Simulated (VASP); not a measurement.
# Mo (Im-3m) in VASP: single point with r2SCAN

Aim: the single point of Mo with r2SCAN.

All numbers are computed with VASP 6.6.1; they aren't measurements. Logs are shortened: lines on timing, memory, paths and dates and some standing lists are left out, and cuts for length are marked.

## (1) The cell of the first run

Symmetry: Im-3m, No. 229, cubic system. The conventional cell has a = 3.151 Å, b = 3.151 Å, c = 3.151 Å, α = 90.00°, β = 90.00°, γ = 90.00°. Within 3.6 Å of Mo (site symmetry m-3m) lie 14 Mo at 2.73 to 3.15 Å.

## (2) Single point, r2SCAN

Contents of POSCAR:

```
Mo
1.0
   -1.5753482958      1.5753482958      1.5753482958
    1.5753482958     -1.5753482958      1.5753482958
    1.5753482958      1.5753482958     -1.5753482958
Mo
1
Direct
    0.0000000000      0.0000000000      0.0000000000
```

Contents of INCAR.step1:

```
SYSTEM = Mo
PREC     = Accurate       ! precision mode
ENCUT    = 520            ! plane-wave cutoff, eV
ISMEAR   = 0              ! smearing method
SIGMA    = 0.1            ! smearing width, eV
LREAL    = .FALSE.        ! projectors in reciprocal space
LASPH    = .TRUE.         ! aspherical terms in the spheres
NELM     = 60             ! most SCF steps
NBANDS   = 13             ! bands
GGA      = PE             ! functional
ALGO     = Normal         ! electronic algorithm
EDIFF    = 1E-4           ! SCF threshold, eV
LWAVE    = .TRUE.         ! write WAVECAR
LCHARG   = .FALSE.        ! write CHGCAR
```

Contents of INCAR.step2:

```
SYSTEM = Mo
PREC     = Accurate       ! precision mode
ENCUT    = 520            ! plane-wave cutoff, eV
EDIFF    = 1E-6           ! SCF threshold, eV
ISMEAR   = 0              ! smearing method
SIGMA    = 0.1            ! smearing width, eV
LREAL    = .FALSE.        ! projectors in reciprocal space
LASPH    = .TRUE.         ! aspherical terms in the spheres
NELM     = 60             ! most SCF steps
ALGO     = Normal         ! electronic algorithm
ISIF     = 2              ! what is computed and relaxed
LWAVE    = .FALSE.        ! write WAVECAR
LCHARG   = .TRUE.         ! write CHGCAR
METAGGA  = R2SCAN         ! meta-GGA
LMIXTAU  = .TRUE.       
LELF     = .TRUE.         ! ELF
LVHAR    = .TRUE.       
NBANDS   = 13             ! bands
ISTART   = 1
```

Contents of KPOINTS:

```
regular mesh
0
G
  18 18 18
  0 0 0
```

Potentials or basis: VASP PAW PBE potentials, release 64 (Mo_sv).

Command:

```console
$ cat potpaw_PBE.64/Mo_sv/POTCAR > POTCAR
$ cp INCAR.step1 INCAR
$ mpirun -np 1 vasp_std > vasp.out
$ cp INCAR.step2 INCAR
$ mpirun -np 1 vasp_std > vasp.out
```

OUTCAR:

```text
SYSTEM = Mo
   PREC = Accurate
   ENCUT = 520
   EDIFF = 1E-6
   ISMEAR = 0
   LREAL = .FALSE.
   LASPH = .TRUE.
   NELM = 60
   ISIF = 2
   METAGGA = R2SCAN
   ISTART = 1

 ion  position               nearest neighbor table
   1  0.000  0.000  0.000-

  LATTYP: Found a body centered cubic cell.
 ALAT       =     3.1506965916

  Lattice vectors:

 A1 = (  -1.5753482958,   1.5753482958,   1.5753482958)
 A2 = (   1.5753482958,  -1.5753482958,   1.5753482958)
 A3 = (   1.5753482958,   1.5753482958,  -1.5753482958)

Analysis of symmetry for initial positions (statically):
=====================================================================
 Subroutine PRICEL returns:
 Original cell was already a primitive cell.

 Routine SETGRP: Setting up the symmetry group for a
 body centered cubic supercell.

 Subroutine GETGRP returns: Found 48 space group operations
 (whereof 48 operations were pure point group operations)
 out of a pool of 48 trial point group operations.

The static configuration has the point symmetry O_h .

Analysis of symmetry for dynamics (positions and initial velocities):
=====================================================================
 Subroutine PRICEL returns:
 Original cell was already a primitive cell.

 Routine SETGRP: Setting up the symmetry group for a
 body centered cubic supercell.

 Subroutine GETGRP returns: Found 48 space group operations
 (whereof 48 operations were pure point group operations)
 out of a pool of 48 trial point group operations.

The dynamic configuration has the point symmetry O_h .

 Subroutine INISYM returns: Found 48 space group operations
 (whereof 48 operations are pure point group operations),
 and found     1 'primitive' translations

----------------------------------------------------------------------------------------

                                     Primitive cell

  volume of cell :      15.6383

  direct lattice vectors                    reciprocal lattice vectors
    -1.575348296  1.575348296  1.575348296     0.000000000  0.317390130  0.317390130
     1.575348296 -1.575348296  1.575348296     0.317390130  0.000000000  0.317390130
     1.575348296  1.575348296 -1.575348296     0.317390130  0.317390130  0.000000000

  length of vectors
     2.728583288  2.728583288  2.728583288     0.448857426  0.448857426  0.448857426

  position of ions in fractional coordinates (direct lattice)
     0.000000000  0.000000000  0.000000000

  ion indices of the primitive-cell ions
   primitive index   ion index
[... 75 lines left out ...]
   EDIFFG = 0.1E-04   stopping-criterion for IOM
   NSW    =      0    number of steps for IOM
   IBRION =     -1    ionic relax: 0-MD 1-quasi-New 2-CG
   NFREE  =      0    steps in history (QN), initial steepest desc. (CG)
   ISIF   =      2    stress and relaxation
   ISYM   =      2    0-nonsym 1-usesym 2-fastsym
   POTIM  = 0.5000    time-step for ionic-motion
   TEBEG  =    0.0;   TEEND  =   0.0 temperature during run
   PSTRESS=    0.0 pullay stress
   NELECT =      14.0000    total number of electrons
   NUPDOWN=      -1.0000    fix difference up-down
   EMIN   =  10.00;   EMAX   =-10.00  energy-range for DOS
   EFERMI =   0.00;   METHOD = LEGACY
   ISMEAR =     0;   SIGMA  =   0.10  broadening in eV -4-tet -1-fermi 0-gaus
   EFERMI_NEDOS =   21; number of points for ismear=-14 and -15
   IALGO  =     38    algorithm
   IMIX   =      4    mixing-type and parameters
     AMIX     =   0.40;   BMIX     =  1.00
     AMIX_MAG =   1.60;   BMIX_MAG =  1.00
  volume/ion in A,a.u.               =      15.64       105.53
  Fermi-wavevector in a.u.,A,eV,Ry     =   1.577808  2.981625 33.871422  2.489479
  Thomas-Fermi vector in A             =   2.678434
   LORBIT       =      0    0 simple, 1 ext, 2 COOP (PROOUT), +10 PAW based schemes
   METAGGA = R2SCAN    functional components
   LHFCALC =     F    Hartree Fock is set to
   AEXX    =    0.0000 exact exchange contribution
   IVDW    =     0    specifies the selected vdW correction
   LEPSILON=     F    determine dielectric tensor
   LRPA    =     F    only Hartree local field effects (RPA)
 non-spin polarized calculation
 Gauss-broadening in eV      SIGMA  =   0.10
  energy-cutoff  :      520.00
  volume of cell :       15.64
 maximum number of plane-waves:       434
   NGX = 11   NGY = 11   NGZ = 11

 number of electron      14.0000002 magnetization

 Free energy of the ion-electron system (eV)
  ---------------------------------------------------
  ext. energy  EPLUGINS =         0.00000000
  ---------------------------------------------------
  free energy    TOTEN  =       -26.07729418 eV

  energy without entropy =      -26.07447351  energy(sigma->0) =      -26.07588385

 E-fermi :  12.5553     XC(G=0): -14.6342

 val. band max:       12.5490301122   @ k =  -0.3889   0.4444   0.2778
 cond. band min:      12.5898593581   @ k =   0.3889   0.1111   0.0556
 fundamental gap:      0.0408292460
 Fermi energy:        12.5553172271

 k-point     1 :       0.0000    0.0000    0.0000
  band No.  band energies     occupation
      1     -50.6822      2.00000
      2     -23.1548      2.00000
      3     -23.1548      2.00000
      4     -23.1548      2.00000
      5       4.8813      2.00000
      6      11.1205      2.00000
      7      11.1205      2.00000
      8      11.1205      2.00000
      9      14.4541      0.00000
     10      14.4541      0.00000
     11      28.0372      0.00000
     12      28.0372      0.00000
     13      28.0372      0.00000
[... 354 lines left out ...]
  band No.  band energies     occupation
      1     -50.3896      2.00000
      2     -24.5655      2.00000
      3     -23.6732      2.00000
      4     -23.2323      2.00000
      5       7.3812      2.00000
      6       9.1242      2.00000
      7      12.5158      1.42328
      8      14.2844      0.00000
      9      15.4771      0.00000
     10      18.1409      0.00000
     11      24.8608      0.00000
     12      25.9188      0.00000
     13      30.4262      0.00000

 [... further k-points ...]
[... 5 lines left out ...]
  --------------------------------------------------------------------------------------
  -------------------------------------------------------------------------------------
  Total        0.1038321      0.1038321      0.1038321      0.0000000      0.0000000     -0.0000000
  in kB       10.6378161     10.6378161     10.6378161      0.0000000      0.0000000     -0.0000000
  external PRESSURE =      10.6378161 kB  Pullay stress =       0.0000000 kB

 VOLUME and BASIS-vectors are now :
 -----------------------------------------------------------------------------
  energy-cutoff  :      520.00
  volume of cell :       15.64
      direct lattice vectors                 reciprocal lattice vectors
    -1.575348296  1.575348296  1.575348296     0.000000000  0.317390130  0.317390130
     1.575348296 -1.575348296  1.575348296     0.317390130  0.000000000  0.317390130
     1.575348296  1.575348296 -1.575348296     0.317390130  0.317390130  0.000000000

 POSITION                                       TOTAL-FORCE (eV/Angst)
 -----------------------------------------------------------------------------------
      0.00000      0.00000      0.00000         0.000000      0.000000     -0.000000
 -----------------------------------------------------------------------------------
    total drift:                                0.000000     -0.000000      0.000000

  FREE ENERGIE OF THE ION-ELECTRON SYSTEM (eV)
  ---------------------------------------------------
  free  energy   TOTEN  =       -26.0772941781 eV

  energy  without entropy=      -26.0744735123  energy(sigma->0) =      -26.07588385
```

OUTCAR.step1:

```text
SYSTEM = Mo
   PREC = Accurate
   ENCUT = 520
   ISMEAR = 0
   LREAL = .FALSE.
   LASPH = .TRUE.
   NELM = 60
[... 600 lines left out ...]
 -----------------------------------------------------------------------------------
      0.00000      0.00000      0.00000         0.000000      0.000000      0.000000
 -----------------------------------------------------------------------------------
    total drift:                                0.000000     -0.000000     -0.000000

  FREE ENERGIE OF THE ION-ELECTRON SYSTEM (eV)
  ---------------------------------------------------
  free  energy   TOTEN  =       -10.9333060565 eV

  energy  without entropy=      -10.9307700134  energy(sigma->0) =      -10.93203803
```

OSZICAR.step1:

```text
N       E                     dE             d eps       ncg     rms          rms(c)
DAV:   1     0.915965691826E+02    0.91597E+02   -0.80255E+03  5094   0.111E+03
DAV:   2    -0.104387834145E+02   -0.10204E+03   -0.98157E+02  5870   0.310E+02
DAV:   3    -0.115868607753E+02   -0.11481E+01   -0.11448E+01  5620   0.328E+01
DAV:   4    -0.115894476879E+02   -0.25869E-02   -0.25869E-02  5700   0.189E+00
DAV:   5    -0.115894645917E+02   -0.16904E-04   -0.16905E-04  5691   0.136E-01    0.147E+01
DAV:   6    -0.110155128412E+02    0.57395E+00   -0.71452E-01  5225   0.104E+01    0.401E+00
DAV:   7    -0.109369688503E+02    0.78544E-01   -0.14192E-01  5600   0.442E+00    0.937E-01
DAV:   8    -0.109332373955E+02    0.37315E-02   -0.39389E-03  5290   0.802E-01    0.190E-01
DAV:   9    -0.109333060565E+02   -0.68661E-04   -0.82115E-05  3590   0.118E-01
   1 F= -.10933306E+02 E0= -.10932038E+02  d E =-.253604E-02
```

Wall time 42 s (1 thread of Intel Xeon 6975P-C (Granite Rapids), shared host); peak memory 0.15 GiB.

Results:

```yaml
Free_energy: -26.0773 eV
Pressure: 1.1 GPa
Band_gap_on_the_k_mesh: zero (band 7 reaches 16.68 eV, above the bottom of band 8 at 11.12 eV)
```

Caveat: the PAW data sets were made with another functional, which shifts forces and pressure a little.
